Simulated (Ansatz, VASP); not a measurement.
**AlCu: VASP beside Ansatz**

POSCAR

```
AlCu
1.0
    2.9975090000      0.0000000000      0.0000000000
    0.0000000000      2.9975090000      0.0000000000
    0.0000000000      0.0000000000      2.9975090000
Al Cu
1 1
Direct
   -0.1042532316      0.0000000000      0.0000000000
    0.5000000000      0.5000000000      0.5000000000
```

INCAR.step1

```
SYSTEM = AlCu
PREC = Accurate ; ENCUT = 520
ISMEAR = 0 ; SIGMA = 0.15
LREAL = .FALSE. ; LASPH = .TRUE.
NELM = 60 ; NBANDS = 14
GGA = PE ; ALGO = Normal
EDIFF = 1E-4 ; LWAVE = .TRUE.
LCHARG = .FALSE.
```

INCAR.step2

```
SYSTEM = AlCu
PREC = Accurate ; ENCUT = 520
EDIFF = 1E-6 ; ISMEAR = 0
SIGMA = 0.15 ; LREAL = .FALSE.
LASPH = .TRUE. ; NELM = 60
ALGO = Normal ; ISIF = 2
LWAVE = .FALSE. ; LCHARG = .FALSE.
METAGGA = R2SCAN ; LMIXTAU = .TRUE.
NBANDS = 14 ; ISTART = 1
```

The input KPOINTS:

```
regular mesh
0
G
  16 16 16
  0 0 0
```

Input for Ansatz:

```yaml
crystal:
  lattice:
    - [2.997509, 0.0, 0.0]
    - [0.0, 2.997509, 0.0]
    - [0.0, 0.0, 2.997509]
  atoms:
    - { symbol: Al, position: [-0.1042532316, 0.0, 0.0] }
    - { symbol: Cu, position: [0.5, 0.5, 0.5] }
basis:
  ecutwfc: 500
kpoints:
  mp_grid: { grid: [16, 16, 16] }
hamiltonian:
  xc: r2scan
scf:
  occupations: { method: gaussian, width: 0.15 }
output:
  forces: true
  stress: true
  eigenvalues: true
```

Change from the starting cell: all Al atoms moved +0.312 Å, as atom 1 towards its neighbour atom 1 (Al) at 2.998 Å.

Alike in both runs: task single point; functional r2SCAN; k mesh 16 × 16 × 16; occupations gaussian, width 0.15 eV; no spin polarisation.

|  | VASP | Ansatz |
| --- | --- | --- |
| version | VASP 6.6.1 | Ansatz 0.2.0 |
| potentials or method | VASP PAW PBE potentials, release 64 (Al, Cu), cutoff 520 eV | scalar-relativistic, plane waves, PAW |
| valence electrons in the cell | 14 | 22 |

|  | VASP | Ansatz | Ansatz less VASP |
| --- | --- | --- | --- |
| gap on the k mesh at the Fermi level (eV) | none | none | - |
| pressure (GPa) | -0.5 | -0.5 | +0.04 |
| traceless stress, the component that is largest in VASP (GPa) | -2.22 | -2.21 | +0.007 |
| rms of the force components (eV/Å) | 0.715 | 0.716 | +0.0003 |

VASP's potentials were made for PBE, not for r2SCAN. Atom by atom the forces differ by 0.000 eV/Å (rms over components). A gap of «none» marks a metal or a gap that the smearing closes. With one functional, cell and mesh, what is left measures potentials, basis and numerics. VASP's potentials hold 14 valence electrons a cell and Ansatz's 22, so a difference there can come from the potentials and not from the codes.
